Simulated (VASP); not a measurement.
# ZnS (F-43m) in VASP: single point with PBE

Aim: the single point of ZnS with PBE.

Everything below comes from runs of VASP 6.6.1. Logs are shortened: lines on timing, memory, paths and dates and some standing lists are left out, and cuts for length are marked.

## Step 1: The cell of the first run

It takes space group F-43m (No. 216, cubic). The conventional cell has a = 5.409 Å, b = 5.409 Å, c = 5.409 Å, α = 90.00°, β = 90.00°, γ = 90.00°. Within 3.1 Å of Zn (site symmetry -43m) lie 4 S at 2.34 Å. S (site symmetry -43m) has 4 Zn at 2.34 Å within 3.1 Å.

## Step 2: Single point, PBE

Contents of INCAR:

```
  PREC = Accurate
  ENCUT = 520
  EDIFF = 1E-6
  ISMEAR = 0
  SIGMA = 0.05
  LREAL = False
  LASPH = True
  NELM = 80
  ALGO = Normal
  ISIF = 2
  LWAVE = False
  LCHARG = False
  GGA = PE
  NBANDS = 46
```

Contents of KPOINTS:

```
regular mesh
0
Gamma
  6 6 6
```

Contents of POSCAR:

```
ZnS
1.0
    5.4093000000      0.0000000000      0.0000000000
    0.0000000000     -5.4093000000      0.0000000000
    0.0000000000      0.0000000000     -5.4093000000
Zn S
4 4
Direct
    0.0000000000      0.5000000000      0.5000000000
    0.5000000000      0.0000000000      0.5000000000
    0.5000000000      0.5000000000      0.0000000000
    0.0000000000      0.0000000000      0.0000000000
    0.7500000000      0.7500000000      0.7500000000
    0.2500000000      0.2500000000      0.7500000000
    0.2500000000      0.7500000000      0.2500000000
    0.7500000000      0.2500000000      0.2500000000
```

Potentials or basis: VASP PAW PBE potentials, release 64 (Zn, S).

Run with:

```
$ cat potpaw_PBE.64/Zn/POTCAR potpaw_PBE.64/S/POTCAR > POTCAR
$ mpirun -np 1 vasp_std > vasp.out
```

OUTCAR:

```text
PREC = Accurate
   ENCUT = 520
   EDIFF = 1E-6
   ISMEAR = 0
   LREAL = False
   LASPH = True
   NELM = 80
   ISIF = 2
   GGA = PE

 ion  position               nearest neighbor table
   1  0.000  0.500  0.500-   5 2.34   6 2.34   7 2.34   8 2.34
   2  0.500  0.000  0.500-   5 2.34   6 2.34   7 2.34   8 2.34
   3  0.500  0.500  0.000-   5 2.34   6 2.34   7 2.34   8 2.34
   4  0.000  0.000  0.000-   5 2.34   6 2.34   7 2.34   8 2.34
   5  0.750  0.750  0.750-   1 2.34   2 2.34   3 2.34   4 2.34
   6  0.250  0.250  0.750-   1 2.34   2 2.34   3 2.34   4 2.34
   7  0.250  0.750  0.250-   1 2.34   2 2.34   3 2.34   4 2.34
   8  0.750  0.250  0.250-   1 2.34   2 2.34   3 2.34   4 2.34

  LATTYP: Found a simple cubic cell.
 ALAT       =     5.4093000000

  Lattice vectors:

 A1 = (   5.4093000000,   0.0000000000,   0.0000000000)
 A2 = (   0.0000000000,  -5.4093000000,   0.0000000000)
 A3 = (   0.0000000000,   0.0000000000,  -5.4093000000)

Analysis of symmetry for initial positions (statically):
=====================================================================
 Subroutine PRICEL returns following result:

  LATTYP: Found a face centered cubic cell.
 ALAT       =     5.4093000000

  Lattice vectors:

 A1 = (   2.7046500000,   2.7046500000,   0.0000000000)
 A2 = (   2.7046500000,   0.0000000000,  -2.7046500000)
 A3 = (   0.0000000000,   2.7046500000,  -2.7046500000)

   4 primitive cells build up your supercell.

 Routine SETGRP: Setting up the symmetry group for a
 simple cubic supercell.

 Subroutine GETGRP returns: Found 24 space group operations
 (whereof 24 operations were pure point group operations)
 out of a pool of 48 trial point group operations.

The static configuration has the point symmetry T_d .

Analysis of symmetry for dynamics (positions and initial velocities):
=====================================================================
 Subroutine PRICEL returns following result:

  LATTYP: Found a face centered cubic cell.
 ALAT       =     5.4093000000

  Lattice vectors:

 A1 = (   2.7046500000,   2.7046500000,   0.0000000000)
 A2 = (   2.7046500000,   0.0000000000,  -2.7046500000)
[... 104 lines left out ...]
   ENCUT  =  520.0 eV  38.22 Ry    6.18 a.u.  10.06 10.06 10.06*2*pi/ulx,y,z
   NELM   =     80;   NELMIN=  2; NELMDL= -5     # of ELM steps
   EDIFF  = 0.1E-05   stopping-criterion for ELM
   LREAL  =      F    real-space projection
   EDIFFG = 0.1E-04   stopping-criterion for IOM
   NSW    =      0    number of steps for IOM
   IBRION =     -1    ionic relax: 0-MD 1-quasi-New 2-CG
   NFREE  =      0    steps in history (QN), initial steepest desc. (CG)
   ISIF   =      2    stress and relaxation
   ISYM   =      2    0-nonsym 1-usesym 2-fastsym
   POTIM  = 0.5000    time-step for ionic-motion
   TEBEG  =    0.0;   TEEND  =   0.0 temperature during run
   PSTRESS=    0.0 pullay stress
   NELECT =      72.0000    total number of electrons
   NUPDOWN=      -1.0000    fix difference up-down
   EMIN   =  10.00;   EMAX   =-10.00  energy-range for DOS
   EFERMI =   0.00;   METHOD = LEGACY
   ISMEAR =     0;   SIGMA  =   0.05  broadening in eV -4-tet -1-fermi 0-gaus
   EFERMI_NEDOS =   21; number of points for ismear=-14 and -15
   IALGO  =     38    algorithm
   IMIX   =      4    mixing-type and parameters
     AMIX     =   0.40;   BMIX     =  1.00
     AMIX_MAG =   1.60;   BMIX_MAG =  1.00
  volume/ion in A,a.u.               =      19.78       133.51
  Fermi-wavevector in a.u.,A,eV,Ry     =   1.259055  2.379268 21.568210  1.585219
  Thomas-Fermi vector in A             =   2.392634
   LORBIT       =      0    0 simple, 1 ext, 2 COOP (PROOUT), +10 PAW based schemes
   GGA     = PE    functional components
   LHFCALC =     F    Hartree Fock is set to
   AEXX    =    0.0000 exact exchange contribution
   IVDW    =     0    specifies the selected vdW correction
   LEPSILON=     F    determine dielectric tensor
   LRPA    =     F    only Hartree local field effects (RPA)
 non-spin polarized calculation
 Gauss-broadening in eV      SIGMA  =   0.05
  energy-cutoff  :      520.00
  volume of cell :      158.28
 maximum number of plane-waves:      4337
   NGX = 21   NGY = 21   NGZ = 21

 number of electron      72.0000038 magnetization

 Free energy of the ion-electron system (eV)
  ---------------------------------------------------
  ext. energy  EPLUGINS =         0.00000000
  ---------------------------------------------------
  free energy    TOTEN  =       -27.39447561 eV

  energy without entropy =      -27.39447561  energy(sigma->0) =      -27.39447561

 E-fermi :   2.3072     XC(G=0):  -9.6162

 val. band max:        2.0789122839   @ k =   0.0000   0.0000   0.0000
 cond. band min:       4.1808263316   @ k =   0.0000   0.0000   0.0000
 fundamental gap:      2.1019140477
 Fermi energy:         2.3071722985

 k-point     1 :       0.0000    0.0000    0.0000
  band No.  band energies     occupation
      1     -11.0408      2.00000
      2      -9.8092      2.00000
      3      -9.8092      2.00000
      4      -9.8092      2.00000
      5      -4.2718      2.00000
      6      -4.2718      2.00000
[... 969 lines left out ...]
     45       9.0079      0.00000
     46       9.0079      0.00000

------------------------ aborting loop because EDIFF is reached ----------------------------------------

  FORCE on cell =-STRESS in cart. coord.  units (eV):
  Direction    XX          YY          ZZ          XY          YZ          ZX
  --------------------------------------------------------------------------------------
  -------------------------------------------------------------------------------------
  Total        1.5163196      1.5163196      1.5163196     -0.0000000      0.0000000     -0.0000000
  in kB       15.3489308     15.3489308     15.3489308     -0.0000000      0.0000000     -0.0000000
  external PRESSURE =      15.3489308 kB  Pullay stress =       0.0000000 kB

 VOLUME and BASIS-vectors are now :
 -----------------------------------------------------------------------------
  energy-cutoff  :      520.00
  volume of cell :      158.28
      direct lattice vectors                 reciprocal lattice vectors
     5.409300000  0.000000000  0.000000000     0.184866803  0.000000000  0.000000000
     0.000000000 -5.409300000  0.000000000     0.000000000 -0.184866803  0.000000000
     0.000000000  0.000000000 -5.409300000     0.000000000  0.000000000 -0.184866803

 POSITION                                       TOTAL-FORCE (eV/Angst)
 -----------------------------------------------------------------------------------
      0.00000     -2.70465     -2.70465         0.000000      0.000000      0.000000
      2.70465      0.00000     -2.70465         0.000000      0.000000      0.000000
      2.70465     -2.70465      0.00000        -0.000000      0.000000      0.000000
      0.00000      0.00000      0.00000        -0.000000      0.000000      0.000000
      4.05697     -4.05697     -4.05697        -0.000000     -0.000000     -0.000000
      1.35232     -1.35232     -4.05697        -0.000000     -0.000000     -0.000000
      1.35232     -4.05697     -1.35232        -0.000000     -0.000000     -0.000000
      4.05697     -1.35232     -1.35232        -0.000000     -0.000000     -0.000000
 -----------------------------------------------------------------------------------
    total drift:                               -0.000000     -0.000000      0.000000

  FREE ENERGIE OF THE ION-ELECTRON SYSTEM (eV)
  ---------------------------------------------------
  free  energy   TOTEN  =       -27.3944756123 eV

  energy  without entropy=      -27.3944756122  energy(sigma->0) =      -27.39447561
```

stdout:

```text
POSCAR found type information on POSCAR ZnS
 POSCAR found :  2 types and       8 ions
 scaLAPACK will be used
 LDA part: xc-table for (Slater+PW92), standard interpolation
 POSCAR, INCAR and KPOINTS ok, starting setup
 FFT: planning ... GRIDC
 FFT: planning ... GRID_SOFT
 FFT: planning ... GRID
 WAVECAR not read
 entering main loop
```

It took 1.8 min on 1 thread of Intel Xeon Platinum 8259CL at 2.50GHz (Skylake/Cascade Lake), shared host; peak memory 0.3 GiB.

What came out:

| Item | Value |
| --- | --- |
| Free energy | -27.3945 eV |
| Pressure | 1.5 GPa |
| Band gap on the k mesh | 2.10 eV |
